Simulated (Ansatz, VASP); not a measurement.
# Two plane-wave programs on AlN

Contents of INCAR:

```
SYSTEM = AlN
  ALGO = Normal
  EDIFF = 1E-6
  ENCUT = 600
  GGA = PS
  GGA_COMPAT = .FALSE.
  ISIF = 2
  ISMEAR = 0
  LASPH = .TRUE.
  LCHARG = .FALSE.
  LREAL = .FALSE.
  LWAVE = .FALSE.
  NBANDS = 11
  NELM = 120
  PREC = Accurate
  SIGMA = 0.02
```

Contents of KPOINTS:

```
k-points
0
G
  10 10 10
  0 0 0
```

The input POSCAR:

```
AlN
1.0
    0.0000000000      2.0426704062      2.0426704062
    2.0426704062      0.0000000000      2.0426704062
    2.0426704062      2.0426704062      0.0000000000
Al N
1 1
Direct
    0.5000000000      0.5000000000      0.5000000000
    0.0000000000      0.0000000000      0.0000000000
```

Input for Ansatz:

```yaml
crystal:
  lattice:
    - [0.0, 2.0426704062, 2.0426704062]
    - [2.0426704062, 0.0, 2.0426704062]
    - [2.0426704062, 2.0426704062, 0.0]
  atoms:
    - { symbol: Al, position: [0.5, 0.5, 0.5] }
    - { symbol: "N", position: [0.0, 0.0, 0.0] }
basis:
  ecutwfc: 600.0
kpoints:
  mp_grid: { grid: [10, 10, 10] }
hamiltonian:
  xc: pbesol
  pseudopotentials: { kind: paw }
scf:
  occupations: { method: gaussian, width: 0.02 }
output:
  forces: true
  stress: true
  eigenvalues: true
```

Alike in both runs: task single point; functional PBEsol; k mesh 10 × 10 × 10; occupations gaussian, width 0.02 eV; no spin polarisation.

```csv
,VASP,Ansatz
version,VASP 6.6.1,Ansatz 0.2.0
potentials or method,"VASP PAW PBE potentials, release 64 (Al, N), cutoff 600 eV","scalar-relativistic, plane waves, PAW"
valence electrons in the cell,8,8
```

VASP gave:

| Property | Result |
| --- | --- |
| gap on the k mesh at the Fermi level (eV) | 4.26 |
| least direct gap on the mesh (eV) | 5.23 |
| pressure (GPa) | -7.6 |

Question: Which values does Ansatz return?

Answer: gap on the k mesh at the Fermi level (eV): 4.27; least direct gap on the mesh (eV): 5.21; pressure (GPa): -7.3.

VASP's potentials were made for PBE, not for PBEsol.
